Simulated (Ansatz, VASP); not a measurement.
## CsRb2MoF6: VASP beside Ansatz

```xyz
10
Lattice="0.0000 4.7687 4.7687 4.7687 0.0000 4.7687 4.7687 4.7687 0.0000" Properties=species:S:1:pos:R:3 pbc="T T T"
Cs    4.7687    4.7687    4.7687
Rb    2.3843    2.3843    2.3843
Rb    7.1530    7.1530    7.1530
Mo    0.0000    0.0000    0.0000
F     4.7687    4.7687    2.0406
F     7.4968    4.7687    4.7687
F     4.7687    4.7687    7.4968
F     4.7687    2.0406    4.7687
F     4.7687    7.4968    4.7687
F     2.0406    4.7687    4.7687
```

Alike in both runs: functional PBEsol; k mesh 6 × 6 × 6; occupations gaussian, width 0.02 eV; collinear spin.

Ansatz relaxed the structure, and its values are those at the end. VASP's run is a single point on that final structure, the one shown.

|  | VASP | Ansatz |
| --- | --- | --- |
| version | VASP 6.6.1 | Ansatz 0.2.0 |
| potentials or method | VASP PAW PBE potentials, release 64 (Cs_sv, Rb_sv, Mo_sv, F), cutoff 520 eV | scalar-relativistic, plane waves, PAW |
| valence electrons in the cell | 83 | 83 |

```tsv
	VASP	Ansatz	Ansatz less VASP
gap on the k mesh at the Fermi level (eV)	0.95	0.95	0.000
least direct gap on the mesh (eV)	1.08	1.08	-0.001
pressure (GPa)	0.0	0.0	-0.07
rms of the force components (eV/Å)	0.020	0.001	-0.0193
net moment per atom (μB)	0.30	0.30	0.000
size of the moment on the site where the two differ most (μB)	2.51	1.63	-0.883
```

VASP's potentials were made for PBE, not for PBEsol. Site moments also hang on the region over which each program counts them.

Neither program's run includes spin-orbit coupling.
